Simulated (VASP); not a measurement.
Write the native input for VASP 6.6.1 that does the following.

```yaml
Task: single point
Functional: PBEsol
Potentials_or_basis: VASP PAW PBE potentials, release 64 (Mg, W_sv)
Cutoff: 520 eV
k_mesh: 8 × 6 × 8
Occupations: gaussian, width 0.1 eV
Spin: no spin polarisation
Dipole_correction: no
Further_INCAR_settings: ALGO = Normal; EDIFF = 1e-06; NBANDS = 24
```

The structure of MgW lies in POSCAR:

```
MgW
1.0
    4.6946484000     -0.0092664000      0.0177840000
   -0.0112068000      5.7374288000      0.0000566000
   -0.0097330082      0.0001053124      4.8913751704
Mg W
2 2
Direct
    0.5016484409      0.3287561837      0.7445202361
    0.4952025413      0.6832455830      0.2467499472
   -0.0041545150      0.8130954064      0.7647095888
    0.0073035327      0.1749028269      0.2440202280
```

This cell differs from its parent crystal: atoms moved at random and the cell strained at random.

The input as run:

INCAR

```
PREC = Accurate
ENCUT = 520
EDIFF = 1E-6
ISMEAR = 0
SIGMA = 0.1
LREAL = False
LASPH = True
NELM = 100
ALGO = Normal
ISIF = 2
LWAVE = False
LCHARG = True
GGA = PS
LELF = True
LVHAR = True
NBANDS = 24
```

KPOINTS

```
Automatic mesh
0
Gamma
  8 6 8
```

Potentials or basis: VASP PAW PBE potentials, release 64 (Mg, W_sv).

Launch:

```console
$ cat potpaw_PBE.64/Mg/POTCAR potpaw_PBE.64/W_sv/POTCAR > POTCAR
$ mpirun -np 1 vasp_std > vasp.out
```

It gave:

The pressure is -21.5 GPa, the largest force is 3.018 eV/Å and the band gap on the k mesh is zero (band 16 reaches 2.07 eV, above the bottom of band 17 at 1.54 eV).

Caveat: the cell differs from its parent crystal (atoms moved at random and the cell strained at random); the PAW data sets were made with another functional, which shifts forces and pressure a little; spin-orbit coupling is left out, which moves the levels of the heavy elements.

Run time: 6.3 min on 1 thread of Intel(R) Xeon(R) Platinum 8488C (Sapphire Rapids), with other jobs on the host, peak memory 0.65 GiB.
